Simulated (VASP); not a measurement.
# HfO2 (fluorite type) (Fm-3m) in VASP: a series of runs

Runs on HfO2 (fluorite type). Level: PBE. Tasks: relaxation of cell and atoms.

Program: VASP 6.6.1. These are calculated values, not measurements. Logs are shortened: lines on timing, memory, paths and dates and some standing lists are left out, and cuts for length are marked.

## 1. The cell of the first run

Symmetry: Fm-3m, No. 225, cubic system. Conventional cell: a = 4.922 Å, b = 4.922 Å, c = 4.922 Å, α = 90.00°, β = 90.00°, γ = 90.00°. Hf (site symmetry m-3m) has 8 O at 2.13 Å within 2.8 Å. Within 2.8 Å of O (site symmetry -43m) lie 4 Hf at 2.13 Å and 6 O at 2.46 Å.

## 2. Relaxation of cell and atoms, PBE, target pressure 32 GPa, at which the enthalpy is minimised

The input, INCAR:

```
SYSTEM = HfO2
  ALGO = Normal
  EDIFF = 1E-6
  EDIFFG = -0.005
  ENCUT = 600
  GGA = PE
  IBRION = 2
  ISIF = 3
  ISMEAR = -1
  LASPH = .TRUE.
  LCHARG = .FALSE.
  LREAL = .FALSE.
  LWAVE = .FALSE.
  NELM = 60
  NSW = 60
  PREC = Accurate
  PSTRESS = 320.0
  SIGMA = 0.1
```

The input, KPOINTS:

```
k-points
0
G
  11 11 11
  0 0 0
```

The input, POSCAR:

```
HfO2
1.0
    0.0000000000      2.4607736906      2.4607736906
    2.4607736906      0.0000000000      2.4607736906
    2.4607736906      2.4607736906      0.0000000000
Hf O
1 2
Direct
    0.0000000000      0.0000000000      0.0000000000
    0.2500000000      0.2500000000      0.2500000000
    0.7500000000      0.7500000000      0.7500000000
```

Potentials or basis: VASP PAW PBE potentials, release 64 (Hf_pv, O).

Launch:

```sh
$ cat potpaw_PBE.64/Hf_pv/POTCAR potpaw_PBE.64/O/POTCAR > POTCAR
$ mpirun -np 1 vasp_std > vasp.out
```

OUTCAR:

```text
SYSTEM = HfO2
   EDIFF = 1E-6
   EDIFFG = -0.005
   ENCUT = 600
   GGA = PE
   IBRION = 2
   ISIF = 3
   ISMEAR = -1
   LASPH = .TRUE.
   LREAL = .FALSE.
   NELM = 60
   NSW = 60
   PREC = Accurate
   PSTRESS = 320.0

 ion  position               nearest neighbor table
   1  0.000  0.000  0.000-   3 2.13   3 2.13   3 2.13   2 2.13   3 2.13   2 2.13   2 2.13   2 2.13

   2  0.250  0.250  0.250-   1 2.13   1 2.13   1 2.13   1 2.13
   3  0.750  0.750  0.750-   1 2.13   1 2.13   1 2.13   1 2.13

  LATTYP: Found a face centered cubic cell.
 ALAT       =     4.9215473812

  Lattice vectors:

 A1 = (   0.0000000000,   2.4607736906,   2.4607736906)
 A2 = (   2.4607736906,   0.0000000000,   2.4607736906)
 A3 = (   2.4607736906,   2.4607736906,   0.0000000000)

Analysis of symmetry for initial positions (statically):
=====================================================================
 Subroutine PRICEL returns:
 Original cell was already a primitive cell.

 Routine SETGRP: Setting up the symmetry group for a
 face centered cubic supercell.

 Subroutine GETGRP returns: Found 48 space group operations
 (whereof 48 operations were pure point group operations)
 out of a pool of 48 trial point group operations.

The static configuration has the point symmetry O_h .

Analysis of symmetry for dynamics (positions and initial velocities):
=====================================================================
 Subroutine PRICEL returns:
 Original cell was already a primitive cell.

 Routine SETGRP: Setting up the symmetry group for a
 face centered cubic supercell.

 Subroutine GETGRP returns: Found 48 space group operations
 (whereof 48 operations were pure point group operations)
 out of a pool of 48 trial point group operations.

The dynamic configuration has the point symmetry O_h .

 Subroutine INISYM returns: Found 48 space group operations
 (whereof 48 operations are pure point group operations),
 and found     1 'primitive' translations

----------------------------------------------------------------------------------------

                                     Primitive cell

  volume of cell :      29.8020

  direct lattice vectors                    reciprocal lattice vectors
     0.000000000  2.460773691  2.460773691    -0.203188128  0.203188128  0.203188128
     2.460773691  0.000000000  2.460773691     0.203188128 -0.203188128  0.203188128
[... 99 lines left out ...]
   NUPDOWN=      -1.0000    fix difference up-down
   EMIN   =  10.00;   EMAX   =-10.00  energy-range for DOS
   EFERMI =   0.00;   METHOD = LEGACY
   ISMEAR =    -1;   SIGMA  =   0.10  broadening in eV -4-tet -1-fermi 0-gaus
   EFERMI_NEDOS =   21; number of points for ismear=-14 and -15
   IALGO  =     38    algorithm
   IMIX   =      4    mixing-type and parameters
     AMIX     =   0.40;   BMIX     =  1.00
     AMIX_MAG =   1.60;   BMIX_MAG =  1.00
  volume/ion in A,a.u.               =       9.93        67.04
  Fermi-wavevector in a.u.,A,eV,Ry     =   1.479565  2.795972 29.784685  2.189113
  Thomas-Fermi vector in A             =   2.593707
   LORBIT       =      0    0 simple, 1 ext, 2 COOP (PROOUT), +10 PAW based schemes
   GGA     = PE    functional components
   LHFCALC =     F    Hartree Fock is set to
   AEXX    =    0.0000 exact exchange contribution
   IVDW    =     0    specifies the selected vdW correction
   LEPSILON=     F    determine dielectric tensor
   LRPA    =     F    only Hartree local field effects (RPA)
 conjugate gradient relaxation of ions
 non-spin polarized calculation
  energy-cutoff  :      600.00
  volume of cell :       29.80
 maximum number of plane-waves:      1010
   NGX = 13   NGY = 13   NGZ = 13

--------------------------------------- Ionic step        1  -------------------------------------------

 number of electron      22.0000010 magnetization

 Free energy of the ion-electron system (eV)
  ---------------------------------------------------
  ext. energy  EPLUGINS =         0.00000000
  ---------------------------------------------------
  free energy    TOTEN  =       -30.02430225 eV

  energy without entropy =      -30.02430225  energy(sigma->0) =      -30.02430225

------------------------ aborting loop because EDIFF is reached ----------------------------------------

  FORCE on cell =-STRESS in cart. coord.  units (eV):
  Direction    XX          YY          ZZ          XY          YZ          ZX
  --------------------------------------------------------------------------------------
  -------------------------------------------------------------------------------------
  Total        5.1036829      5.1036829      5.1036829      0.0000000      0.0000000      0.0000000
  in kB      274.3779744    274.3779744    274.3779744      0.0000000      0.0000000      0.0000000
  external PRESSURE =     -45.6220256 kB  Pullay stress =     320.0000000 kB
[... 65 lines left out ...]
--------------------------------------- Ionic step        3  -------------------------------------------

 number of electron      22.0000009 magnetization

 Free energy of the ion-electron system (eV)
  ---------------------------------------------------
  ext. energy  EPLUGINS =         0.00000000
  ---------------------------------------------------
  free energy    TOTEN  =       -29.95757146 eV

  energy without entropy =      -29.95757146  energy(sigma->0) =      -29.95757146

 E-fermi :   7.2525     XC(G=0): -12.3907

 val. band max:        5.1427679560   @ k =  -0.4545   0.4545   0.0000
 cond. band min:       9.2944924220   @ k =   0.0000   0.0000   0.0000
 fundamental gap:      4.1517244660
 Fermi energy:         7.2525442685

 k-point     1 :       0.0000    0.0000    0.0000
  band No.  band energies     occupation
      1     -24.0489      2.00000
      2     -24.0489      2.00000
      3     -24.0489      2.00000
      4     -14.2077      2.00000
      5     -10.6455      2.00000
      6      -0.8178      2.00000
      7      -0.8178      2.00000
      8      -0.8178      2.00000
      9       4.5240      2.00000
     10       4.5240      2.00000
     11       4.5240      2.00000
     12       9.2945      0.00000
     13       9.2945      0.00000
     14      11.8382      0.00000
[... 401 lines left out ...]
      2     -24.1953      2.00000
      3     -24.0898      2.00000
      4     -12.9906      2.00000
      5     -11.4574      2.00000
      6      -0.3221      2.00000
      7       0.2046      2.00000
      8       1.5736      2.00000
      9       2.2432      2.00000
     10       2.7359      2.00000
     11       4.5998      2.00000
     12       9.8800      0.00000
     13      10.6768      0.00000
     14      13.0731      0.00000
     15      14.7644      0.00000

 [... further k-points ...]
[... 5 lines left out ...]
  --------------------------------------------------------------------------------------
  -------------------------------------------------------------------------------------
  Total        5.8764472      5.8764472      5.8764472     -0.0000000     -0.0000000      0.0000000
  in kB      319.7894935    319.7894935    319.7894935     -0.0000000     -0.0000000      0.0000000
  external PRESSURE =      -0.2105065 kB  Pullay stress =     320.0000000 kB
[... 22 lines left out ...]
  energy  without entropy=      -29.9575714639  energy(sigma->0) =      -29.95757146

  enthalpy is  TOTEN    =       -24.0772559668 eV   P V=        5.8803154973

 reached required accuracy - stopping structural energy minimisation
```

Wall time 87 s (1 thread of Intel Xeon Platinum 8375C at 2.90GHz (Ice Lake), shared host); peak memory 0.19 GiB.

What came out:

```yaml
Free_energy: -29.9576 eV
Relaxed_volume: 9.81 Å³/atom
Relaxed_cell: a = 3.466 Å, b = 3.466 Å, c = 3.466 Å, α = 60.00°, β = 60.00°, γ = 60.00°
Space_group_after_relaxing_to_0.05_Å: Fm-3m (No. 225)
Energy_change_on_relaxing_the_enthalpy_is_what_falls: +22.2 meV/atom
Ionic_steps: 3
Pressure_after_relaxing: 32.0 GPa
Band_gap_on_the_k_mesh: 4.15 eV, indirect (least direct gap 4.25 eV)
```

The path:
```csv
step,energy change (eV),largest force (eV/Å),pressure (GPa),volume (Å³)
1,0.0000,0.0000,27.44,29.80
2,0.2650,0.0000,43.67,28.60
3,0.0667,0.0000,31.98,29.44
```

Final structure:
```
Hf O
1.0
     0.00000    2.45081    2.45081
     2.45081    0.00000    2.45081
     2.45081    2.45081    0.00000
Hf O
1 2
Direct
  0.00000 0.00000 0.00000
  0.25000 0.25000 0.25000
  0.75000 0.75000 0.75000
```

Levels at points of the mesh, in eV from the valence-band top:
| k point | band 7 | band 8 | band 9 | band 10 | band 11 | band 12 | band 13 | band 14 | band 15 |
| --- | --- | --- | --- | --- | --- | --- | --- | --- | --- |
| (0.00, 0.00, 0.00) | -5.96 | -5.96 | -0.62 | -0.62 | -0.62 | 4.15 | 4.15 | 6.70 | 11.80 |

Caveat: the cell is relaxed towards a set pressure, so the enthalpy falls and the energy may rise; spin-orbit coupling is left out, which moves the levels of the heavy elements. A k mesh can miss the band edges.

## 3. Relaxation of cell and atoms, PBE, target pressure 32 GPa, at which the enthalpy is minimised

The input, INCAR:

```
SYSTEM = HfO2
PREC = Accurate
ENCUT = 600
EDIFF = 1E-6
ISMEAR = -1
SIGMA = 0.1
LREAL = .False.
LASPH = .True.
NELM = 80
ALGO = Normal
ISIF = 3
LWAVE = .False.
LCHARG = .False.
GGA = PE
IBRION = 2
NSW = 32
EDIFFG = -0.005
PSTRESS = 320.0
```

The input, KPOINTS:

```
regular mesh
0
Gamma
  11 11 11
  0 0 0
```

The input, POSCAR:

```
HfO2
1.0
    0.0000000000      2.4615295112      2.4615295112
    2.4615295112      0.0000000000      2.4615295112
    2.4615295112      2.4615295112      0.0000000000
Hf O
1 2
Direct
    0.0000000000      0.0000000000      0.0000000000
    0.2500000000      0.2500000000      0.2500000000
    0.7500000000      0.7500000000      0.7500000000
```

Potentials or basis: VASP PAW PBE potentials, release 64 (Hf_pv, O).

Launch:

```sh
$ cat potpaw_PBE.64/Hf_pv/POTCAR potpaw_PBE.64/O/POTCAR > POTCAR
$ mpirun -np 1 vasp_std > vasp.out
```

OUTCAR:

```text
SYSTEM = HfO2
   PREC = Accurate
   ENCUT = 600
   EDIFF = 1E-6
   ISMEAR = -1
   LREAL = .False.
   LASPH = .True.
   NELM = 80
   ISIF = 3
   GGA = PE
   IBRION = 2
   NSW = 32
   EDIFFG = -0.005
   PSTRESS = 320.0

 ion  position               nearest neighbor table
   1  0.000  0.000  0.000-   3 2.13   3 2.13   3 2.13   2 2.13   3 2.13   2 2.13   2 2.13   2 2.13

   2  0.250  0.250  0.250-   1 2.13   1 2.13   1 2.13   1 2.13
   3  0.750  0.750  0.750-   1 2.13   1 2.13   1 2.13   1 2.13

  LATTYP: Found a face centered cubic cell.
 ALAT       =     4.9230590224

  Lattice vectors:

 A1 = (   0.0000000000,   2.4615295112,   2.4615295112)
 A2 = (   2.4615295112,   0.0000000000,   2.4615295112)
 A3 = (   2.4615295112,   2.4615295112,   0.0000000000)

Analysis of symmetry for initial positions (statically):
=====================================================================
 Subroutine PRICEL returns:
 Original cell was already a primitive cell.

 Routine SETGRP: Setting up the symmetry group for a
 face centered cubic supercell.

 Subroutine GETGRP returns: Found 48 space group operations
 (whereof 48 operations were pure point group operations)
 out of a pool of 48 trial point group operations.

The static configuration has the point symmetry O_h .

Analysis of symmetry for dynamics (positions and initial velocities):
=====================================================================
 Subroutine PRICEL returns:
 Original cell was already a primitive cell.

 Routine SETGRP: Setting up the symmetry group for a
 face centered cubic supercell.

 Subroutine GETGRP returns: Found 48 space group operations
 (whereof 48 operations were pure point group operations)
 out of a pool of 48 trial point group operations.

The dynamic configuration has the point symmetry O_h .

 Subroutine INISYM returns: Found 48 space group operations
[... 128 lines left out ...]
   LEPSILON=     F    determine dielectric tensor
   LRPA    =     F    only Hartree local field effects (RPA)
 conjugate gradient relaxation of ions
 non-spin polarized calculation
  energy-cutoff  :      600.00
  volume of cell :       29.83
 maximum number of plane-waves:      1010
   NGX = 13   NGY = 13   NGZ = 13

--------------------------------------- Ionic step        1  -------------------------------------------

 number of electron      22.0000010 magnetization

 Free energy of the ion-electron system (eV)
  ---------------------------------------------------
  ext. energy  EPLUGINS =         0.00000000
  ---------------------------------------------------
  free energy    TOTEN  =       -30.02900660 eV

  energy without entropy =      -30.02900660  energy(sigma->0) =      -30.02900660

------------------------ aborting loop because EDIFF is reached ----------------------------------------

  FORCE on cell =-STRESS in cart. coord.  units (eV):
  Direction    XX          YY          ZZ          XY          YZ          ZX
  --------------------------------------------------------------------------------------
  -------------------------------------------------------------------------------------
  Total        5.0461448      5.0461448      5.0461448      0.0000000      0.0000000     -0.0000000
  in kB      271.0348625    271.0348625    271.0348625      0.0000000      0.0000000     -0.0000000
  external PRESSURE =     -48.9651375 kB  Pullay stress =     320.0000000 kB
[... 65 lines left out ...]
--------------------------------------- Ionic step        3  -------------------------------------------

 number of electron      22.0000009 magnetization

 Free energy of the ion-electron system (eV)
  ---------------------------------------------------
  ext. energy  EPLUGINS =         0.00000000
  ---------------------------------------------------
  free energy    TOTEN  =       -29.95771974 eV

  energy without entropy =      -29.95771974  energy(sigma->0) =      -29.95771974

 E-fermi :   7.2521     XC(G=0): -12.3906

 val. band max:        5.1425781074   @ k =  -0.4545   0.4545   0.0000
 cond. band min:       9.2942570869   @ k =   0.0000   0.0000   0.0000
 fundamental gap:      4.1516789794
 Fermi energy:         7.2521263311

 k-point     1 :       0.0000    0.0000    0.0000
  band No.  band energies     occupation
      1     -24.0492      2.00000
      2     -24.0492      2.00000
      3     -24.0492      2.00000
      4     -14.2077      2.00000
      5     -10.6457      2.00000
      6      -0.8178      2.00000
      7      -0.8178      2.00000
      8      -0.8178      2.00000
      9       4.5238      2.00000
     10       4.5238      2.00000
     11       4.5238      2.00000
     12       9.2943      0.00000
     13       9.2943      0.00000
     14      11.8379      0.00000
[... 401 lines left out ...]
      2     -24.1955      2.00000
      3     -24.0901      2.00000
      4     -12.9907      2.00000
      5     -11.4576      2.00000
      6      -0.3222      2.00000
      7       0.2045      2.00000
      8       1.5735      2.00000
      9       2.2430      2.00000
     10       2.7358      2.00000
     11       4.5996      2.00000
     12       9.8797      0.00000
     13      10.6765      0.00000
     14      13.0728      0.00000
     15      14.7640      0.00000

 [... further k-points ...]
[... 5 lines left out ...]
  --------------------------------------------------------------------------------------
  -------------------------------------------------------------------------------------
  Total        5.8752817      5.8752817      5.8752817     -0.0000000      0.0000000      0.0000000
  in kB      319.7197209    319.7197209    319.7197209     -0.0000000      0.0000000      0.0000000
  external PRESSURE =      -0.2802791 kB  Pullay stress =     320.0000000 kB
[... 22 lines left out ...]
  energy  without entropy=      -29.9577197416  energy(sigma->0) =      -29.95771974

  enthalpy is  TOTEN    =       -24.0772875809 eV   P V=        5.8804321608

 reached required accuracy - stopping structural energy minimisation
```

OSZICAR:

```text
N       E                     dE             d eps       ncg     rms          rms(c)
DAV:   1     0.113442388942E+03    0.11344E+03   -0.14364E+04  1680   0.165E+03
DAV:   2    -0.318040131361E+02   -0.14525E+03   -0.14200E+03  2135   0.345E+02
DAV:   3    -0.356574516362E+02   -0.38534E+01   -0.38504E+01  2198   0.560E+01
[... 24 lines left out ...]
DAV:   3    -0.299601578938E+02    0.13063E-01   -0.16347E-02  2065   0.124E+00    0.121E+00
DAV:   4    -0.299577699056E+02    0.23880E-02   -0.86456E-03  2149   0.822E-01    0.801E-01
DAV:   5    -0.299577229101E+02    0.46996E-04   -0.43585E-04  2016   0.166E-01    0.293E-02
DAV:   6    -0.299577201416E+02    0.27684E-05   -0.21683E-05  2009   0.387E-02    0.447E-02
DAV:   7    -0.299577197417E+02    0.39991E-06   -0.83909E-07  1260   0.877E-03
   3 F= -.24077288E+02 E0= -.24077288E+02  d E =-.606195E-02
```

It took 83 s on 1 thread of Intel Xeon Platinum 8375C at 2.90GHz (Ice Lake), shared host; peak memory 0.18 GiB.

Results:

* Free energy: -29.9577 eV
* Relaxed volume: 9.81 Å³/atom
* Relaxed cell: a = 3.466 Å, b = 3.466 Å, c = 3.466 Å, α = 60.00°, β = 60.00°, γ = 60.00°
* Space group after relaxing (to 0.05 Å): Fm-3m (No. 225)
* Energy change on relaxing (the enthalpy is what falls): +23.8 meV/atom
* Ionic steps: 3
* Pressure after relaxing: 32.0 GPa
* Band gap on the k mesh: 4.15 eV, indirect (least direct gap 4.25 eV)

Step by step:
```csv
step,energy change (eV),largest force (eV/Å),pressure (GPa),volume (Å³)
1,0.0000,0.0000,27.10,29.83
2,0.2866,0.0000,44.59,28.54
3,0.0713,0.0000,31.97,29.44
```

Final structure:
```
Hf O
1.0
     0.00000    2.45083    2.45083
     2.45083    0.00000    2.45083
     2.45083    2.45083    0.00000
Hf O
1 2
Direct
  0.00000 0.00000 0.00000
  0.25000 0.25000 0.25000
  0.75000 0.75000 0.75000
```

Levels at points of the mesh, in eV from the valence-band top:
```
           k point  band 9  band 10  band 11  band 12  band 13  band 14
(0.00, 0.00, 0.00)   -0.62    -0.62    -0.62     4.15     4.15     6.70
```

Caveat: the cell is relaxed towards a set pressure, so the enthalpy falls and the energy may rise; spin-orbit coupling is left out, which moves the levels of the heavy elements. A k mesh can miss the band edges.
